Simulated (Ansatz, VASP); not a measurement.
# TaAs in VASP and in Ansatz

```
Ta As
1.0
     0.00000   -3.44363    0.00000
     3.44363    0.00000    0.00000
    -1.72181    1.72181    5.86794
Ta As
2 2
Direct
  0.49997 0.99997 0.99993
  0.74997 0.74997 0.49993
  0.08263 0.58263 0.16526
  0.33263 0.33263 0.66526
```

Alike in both runs: task single point; functional LDA; k mesh 10 × 10 × 10; occupations gaussian, width 0.05 eV; no spin polarisation.

|  | VASP | Ansatz |
| --- | --- | --- |
| version | VASP 6.6.1 | Ansatz 0.2.0 |
| potentials or method | VASP PAW LDA potentials, release 64 (Ta_pv, As), cutoff 520 eV | scalar-relativistic, plane waves, PAW |
| valence electrons in the cell | 32 | 56 |

Ansatz gave:

| Item | Value |
| --- | --- |
| gap on the k mesh at the Fermi level (eV) | 0.04 |
| pressure (GPa) | -7.5 |
| traceless stress, the component that is largest in VASP (GPa) | 0.14 |
| rms of the force components (eV/Å) | 0.012 |

Q: Estimate VASP's values.

A: gap on the k mesh at the Fermi level (eV): 0.03; pressure (GPa): -6.6; traceless stress, the component that is largest in VASP (GPa): 0.02; rms of the force components (eV/Å): 0.014.

LDA's correlation is that of Perdew and Zunger in VASP and of Perdew and Wang (1992) in Ansatz. Atom by atom the forces differ by 0.002 eV/Å (rms over components). VASP's potentials hold 32 valence electrons a cell and Ansatz's 56, so a difference there can come from the potentials and not from the codes.

Spin-orbit coupling is off throughout.
